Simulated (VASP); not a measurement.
# MgS (P1) in VASP: single point with PBE

Aim: the single point of MgS with PBE.

Everything below comes from runs of VASP 6.6.1. Logs are shortened: lines on timing, memory, paths and dates and some standing lists are left out, and cuts for length are marked.

## 1. The cell of the first run

The typed cell holds 16 atoms: a = 7.358 Å, b = 7.358 Å, c = 7.358 Å, α = 60.00°, β = 60.00°, γ = 60.00°.

## 2. Single point, PBE

INCAR reads:

```
SYSTEM = MgS
PREC = Accurate
ENCUT = 520
EDIFF = 1E-6
ISMEAR = -1
SIGMA = 0.026
LREAL = Auto
LASPH = .True.
NELM = 80
ALGO = Normal
ISIF = 2
LWAVE = .False.
LCHARG = .False.
GGA = PE
NBANDS = 46
```

KPOINTS reads:

```
regular mesh
0
Gamma
  2 2 2
  0 0 0
```

POSCAR reads:

```
MgS
1.0
    0.0000000000      5.2030358740      5.2030358740
    5.2030358740      0.0000000000      5.2030358740
    5.2030358740      5.2030358740      0.0000000000
Mg S
8 8
Direct
   -0.0204155809      0.0102620857      0.0057535640
    0.0084561208     -0.0034111816      0.5086281479
   -0.0121377214      0.4953087125      0.0146833506
    0.0178015302      0.5109745665      0.4808556121
    0.4949495953      0.0068078523     -0.0180126569
    0.5003842109      0.0047331982      0.4946656264
    0.5272219078      0.4938044946     -0.0107101895
    0.4840376966      0.5047698235      0.5142054687
    0.2523059675      0.2540766645      0.2544454876
    0.2433115071      0.2469584164      0.7427247464
    0.2731735922      0.7490021392      0.2254255070
    0.2338278131      0.7551720947      0.7658364456
    0.7586706291      0.2406451791      0.2646350195
    0.7335787399      0.2456876199      0.7631268736
    0.7387214106      0.7521289675      0.2544908457
    0.7661845116      0.7387034403      0.7368435646
```

Potentials or basis: VASP PAW PBE potentials, release 64 (Mg, S).

Run with:

```bash
cat potpaw_PBE.64/Mg/POTCAR potpaw_PBE.64/S/POTCAR > POTCAR
mpirun -np 1 vasp_std > vasp.out
```

OUTCAR:

```text
SYSTEM = MgS
   PREC = Accurate
   ENCUT = 520
   EDIFF = 1E-6
   ISMEAR = -1
   LREAL = Auto
   LASPH = .True.
   NELM = 80
   ISIF = 2
   GGA = PE

 ion  position               nearest neighbor table
   1  0.980  0.010  0.006-  14 2.54  13 2.55  12 2.58  15 2.60  10 2.61  11 2.68   7 3.45   6 3.56
                             4 3.59   2 3.61   3 3.63
   2  0.008  0.997  0.509-  12 2.51  13 2.57  16 2.61   9 2.61  14 2.63  11 2.76   8 3.56   6 3.60
                             1 3.61   5 3.64   4 3.64   3 3.65
   3  0.988  0.495  0.015-  13 2.52  15 2.58  16 2.61   9 2.63  12 2.63  10 2.71   7 3.49   4 3.61
                             1 3.63   2 3.65
   4  0.018  0.511  0.481-   9 2.52  16 2.52  10 2.54  11 2.57  15 2.64  14 2.86   8 3.54   1 3.59
                             3 3.61   6 3.64   2 3.64
   5  0.495  0.007  0.982-  14 2.49  11 2.50  10 2.55  16 2.67  15 2.69   9 2.71   8 3.56   6 3.57
                             7 3.64   2 3.64
   6  0.500  0.005  0.495-   9 2.54  10 2.55  15 2.57  13 2.58  16 2.65  12 2.69   1 3.56   5 3.57
                             2 3.60   4 3.64
   7  0.527  0.494  0.989-  14 2.48  16 2.52  11 2.56  13 2.64   9 2.68  12 2.70   1 3.45   3 3.49
                             8 3.62   5 3.64
   8  0.484  0.505  0.514-  14 2.59  10 2.60  12 2.61  15 2.61  11 2.62  13 2.68   4 3.54   5 3.56
                             2 3.56   7 3.62
   9  0.252  0.254  0.254-   4 2.52   6 2.54   2 2.61   3 2.63   7 2.68   5 2.71
  10  0.243  0.247  0.743-   4 2.54   6 2.55   5 2.55   8 2.60   1 2.61   3 2.71
  11  0.273  0.749  0.225-   5 2.50   7 2.56   4 2.57   8 2.62   1 2.68   2 2.76
  12  0.234  0.755  0.766-   2 2.51   1 2.58   8 2.61   3 2.63   6 2.69   7 2.70
  13  0.759  0.241  0.265-   3 2.52   1 2.55   2 2.57   6 2.58   7 2.64   8 2.68
  14  0.734  0.246  0.763-   7 2.48   5 2.49   1 2.54   8 2.59   2 2.63   4 2.86
  15  0.739  0.752  0.254-   6 2.57   3 2.58   1 2.60   8 2.61   4 2.64   5 2.69
  16  0.766  0.739  0.737-   7 2.52   4 2.52   3 2.61   2 2.61   6 2.65   5 2.67

  LATTYP: Found a face centered cubic cell.
 ALAT       =    10.4060717480

  Lattice vectors:

 A1 = (   0.0000000000,   5.2030358740,   5.2030358740)
 A2 = (   5.2030358740,   0.0000000000,   5.2030358740)
 A3 = (   5.2030358740,   5.2030358740,   0.0000000000)

Analysis of symmetry for initial positions (statically):
=====================================================================
 Subroutine PRICEL returns:
 Original cell was already a primitive cell.

 Routine SETGRP: Setting up the symmetry group for a
 face centered cubic supercell.

 Subroutine GETGRP returns: Found  1 space group operations
 (whereof  1 operations were pure point group operations)
 out of a pool of 48 trial point group operations.

The static configuration has the point symmetry C_1 .

[... 133 lines left out ...]
   PSTRESS=    0.0 pullay stress
   NELECT =      64.0000    total number of electrons
   NUPDOWN=      -1.0000    fix difference up-down
   EMIN   =  10.00;   EMAX   =-10.00  energy-range for DOS
   EFERMI =   0.00;   METHOD = LEGACY
   ISMEAR =    -1;   SIGMA  =   0.03  broadening in eV -4-tet -1-fermi 0-gaus
   EFERMI_NEDOS =   21; number of points for ismear=-14 and -15
   IALGO  =     38    algorithm
   IMIX   =      4    mixing-type and parameters
     AMIX     =   0.40;   BMIX     =  1.00
     AMIX_MAG =   1.60;   BMIX_MAG =  1.00
  volume/ion in A,a.u.               =      17.61       118.82
  Fermi-wavevector in a.u.,A,eV,Ry     =   0.998929  1.887702 13.576701  0.997859
  Thomas-Fermi vector in A             =   2.131185
   LORBIT       =      0    0 simple, 1 ext, 2 COOP (PROOUT), +10 PAW based schemes
   GGA     = PE    functional components
   LHFCALC =     F    Hartree Fock is set to
   AEXX    =    0.0000 exact exchange contribution
   IVDW    =     0    specifies the selected vdW correction
   LEPSILON=     F    determine dielectric tensor
   LRPA    =     F    only Hartree local field effects (RPA)
 non-spin polarized calculation
  energy-cutoff  :      520.00
  volume of cell :      281.71
 maximum number of plane-waves:      7640
 NGX is ok and might be reduce to    56
   NGX = 27   NGY = 27   NGZ = 27

 number of electron      64.0000001 magnetization

 Free energy of the ion-electron system (eV)
  ---------------------------------------------------
  ext. energy  EPLUGINS =         0.00000000
  ---------------------------------------------------
  free energy    TOTEN  =       -67.33132766 eV

  energy without entropy =      -67.33132766  energy(sigma->0) =      -67.33132766

 E-fermi :   4.3808     XC(G=0):  -9.6780

 val. band max:        3.7916218911   @ k =   0.0000   0.0000   0.0000
 cond. band min:       6.5262952576   @ k =   0.0000   0.0000   0.0000
 fundamental gap:      2.7346733665
 Fermi energy:         4.3808027893

 k-point     1 :       0.0000    0.0000    0.0000
  band No.  band energies     occupation
      1      -8.9306      2.00000
      2      -7.6528      2.00000
      3      -7.6361      2.00000
      4      -7.6215      2.00000
      5      -7.5971      2.00000
      6      -7.2300      2.00000
[... 365 lines left out ...]
     43      10.9842      0.00000
     44      11.1929      0.00000
 [bands above 44 left out]

------------------------ aborting loop because EDIFF is reached ----------------------------------------

  FORCE on cell =-STRESS in cart. coord.  units (eV):
  Direction    XX          YY          ZZ          XY          YZ          ZX
  --------------------------------------------------------------------------------------
  -------------------------------------------------------------------------------------
  Total        3.1189502      2.7373140      3.3042838     -0.0158266      0.0201411      0.0920031
  in kB       17.7385685     15.5680686     18.7926259     -0.0900113      0.1145497      0.5232540
  external PRESSURE =      17.3664210 kB  Pullay stress =       0.0000000 kB

 VOLUME and BASIS-vectors are now :
 -----------------------------------------------------------------------------
  energy-cutoff  :      520.00
  volume of cell :      281.71
      direct lattice vectors                 reciprocal lattice vectors
     0.000000000  5.203035874  5.203035874    -0.096097742  0.096097742  0.096097742
     5.203035874  0.000000000  5.203035874     0.096097742 -0.096097742  0.096097742
     5.203035874  5.203035874  0.000000000     0.096097742  0.096097742 -0.096097742

 POSITION                                       TOTAL-FORCE (eV/Angst)
 -----------------------------------------------------------------------------------
      0.08333      5.12675      5.15021        -0.245654      0.303552     -0.019753
      7.83170      2.69041      5.22928        -0.125671     -0.064545      0.106761
      2.65351      5.21628      7.71699        -0.043423      0.095733      0.389230
      5.16053      2.59453      2.75124        -0.064301     -0.251425     -0.183673
      5.14474      7.68456      2.61066         0.138729      0.303430     -0.085168
      2.59839      5.17728      2.62814        -0.079405      0.093829     -0.271520
[... 8 lines left out ...]
      5.23748      5.16772      7.75695        -0.045296      0.135810      0.009650
      7.67732      7.82031      7.82999         0.291654     -0.036674      0.099498
 -----------------------------------------------------------------------------------
    total drift:                               -0.001666      0.001694     -0.000420

  FREE ENERGIE OF THE ION-ELECTRON SYSTEM (eV)
  ---------------------------------------------------
  free  energy   TOTEN  =       -67.3313276618 eV

  energy  without entropy=      -67.3313276617  energy(sigma->0) =      -67.33132766
```

OSZICAR:

```text
N       E                     dE             d eps       ncg     rms          rms(c)
DAV:   1     0.299451774423E+03    0.29945E+03   -0.25378E+04   736   0.117E+03
DAV:   2    -0.391173120304E+02   -0.33857E+03   -0.31971E+03   958   0.191E+02
DAV:   3    -0.702075357212E+02   -0.31090E+02   -0.30882E+02   952   0.616E+01
DAV:   4    -0.707568465387E+02   -0.54931E+00   -0.54844E+00   876   0.980E+00
DAV:   5    -0.707683760500E+02   -0.11530E-01   -0.11522E-01   890   0.147E+00    0.125E+01
DAV:   6    -0.676792924448E+02    0.30891E+01   -0.61211E+00   826   0.688E+00    0.997E+00
DAV:   7    -0.673279762997E+02    0.35132E+00   -0.17971E+00   870   0.387E+00    0.618E+00
DAV:   8    -0.673323573529E+02   -0.43811E-02   -0.11428E-01   838   0.137E+00    0.164E+00
DAV:   9    -0.673309101926E+02    0.14472E-02   -0.62748E-03   844   0.313E-01    0.230E-01
DAV:  10    -0.673312430463E+02   -0.33285E-03   -0.68691E-04   904   0.104E-01    0.783E-02
DAV:  11    -0.673313278585E+02   -0.84812E-04   -0.15379E-04   820   0.538E-02    0.288E-02
DAV:  12    -0.673313264988E+02    0.13597E-05   -0.58860E-06   914   0.996E-03    0.235E-02
DAV:  13    -0.673313276481E+02   -0.11493E-05   -0.20440E-06   548   0.542E-03    0.841E-03
DAV:  14    -0.673313276618E+02   -0.13641E-07   -0.66448E-07   488   0.320E-03
   1 F= -.67331328E+02 E0= -.67331328E+02  d E =-.323334E-10
```

stdout:

```text
POSCAR found type information on POSCAR MgS
 POSCAR found :  2 types and      16 ions
 scaLAPACK will be used
 LDA part: xc-table for (Slater+PW92), standard interpolation
 POSCAR, INCAR and KPOINTS ok, starting setup
 FFT: planning ... GRIDC
 FFT: planning ... GRID_SOFT
 FFT: planning ... GRID
 WAVECAR not read
 entering main loop
```

Wall time 93 s (1 thread of Intel Xeon 6975P-C (Granite Rapids), shared host); peak memory 0.42 GiB.

Results:

* Free energy: -67.3313 eV
* Pressure: 1.7 GPa
* Largest force: 0.570 eV/Å
* Band gap on the k mesh: 2.73 eV, direct

Forces on the atoms (eV/Å):
```
Mg  -0.246  0.304 -0.020
Mg  -0.126 -0.065  0.107
Mg  -0.043  0.096  0.389
Mg  -0.064 -0.251 -0.184
Mg   0.139  0.303 -0.085
Mg  -0.079  0.094 -0.272
Mg   0.357 -0.240 -0.359
Mg  -0.022 -0.066  0.164
S   -0.254 -0.262 -0.132
S    0.343  0.196  0.177
S    0.475  0.080 -0.305
S   -0.450  0.059  0.055
S   -0.024 -0.217 -0.006
S   -0.250 -0.130  0.360
S   -0.045  0.136  0.010
S    0.292 -0.037  0.099
```

Levels at points of the mesh, in eV from the valence-band top:
| k point | band 28 | band 29 | band 30 | band 31 | band 32 | band 33 | band 34 | band 35 | band 36 | band 37 |
| --- | --- | --- | --- | --- | --- | --- | --- | --- | --- | --- |
| (0.00, 0.00, 0.00) | -0.61 | -0.60 | -0.06 | -0.03 | 0.00 | 2.73 | 2.78 | 2.83 | 3.62 | 4.24 |
| (0.50, 0.00, 0.00) | -1.12 | -0.46 | -0.38 | -0.30 | -0.27 | 4.25 | 4.27 | 4.32 | 4.37 | 4.42 |
| (0.00, 0.50, 0.00) | -1.14 | -0.45 | -0.39 | -0.34 | -0.23 | 4.27 | 4.30 | 4.35 | 4.39 | 4.42 |
| (0.00, 0.00, 0.50) | -1.15 | -0.43 | -0.37 | -0.33 | -0.28 | 4.29 | 4.33 | 4.34 | 4.37 | 4.39 |
| (0.50, 0.50, 0.50) | -1.11 | -0.51 | -0.41 | -0.29 | -0.21 | 4.25 | 4.29 | 4.32 | 4.40 | 4.40 |
| (0.50, 0.50, 0.00) | -0.98 | -0.70 | -0.63 | -0.62 | -0.55 | 4.89 | 4.93 | 5.14 | 5.20 | 5.41 |
| (0.00, 0.50, 0.50) | -0.97 | -0.69 | -0.64 | -0.61 | -0.56 | 4.92 | 4.93 | 5.15 | 5.18 | 5.42 |
| (0.50, 0.00, 0.50) | -1.00 | -0.71 | -0.63 | -0.60 | -0.56 | 4.89 | 4.94 | 5.15 | 5.20 | 5.45 |

Caveat: the k points lie up to 0.52 Å⁻¹ apart.
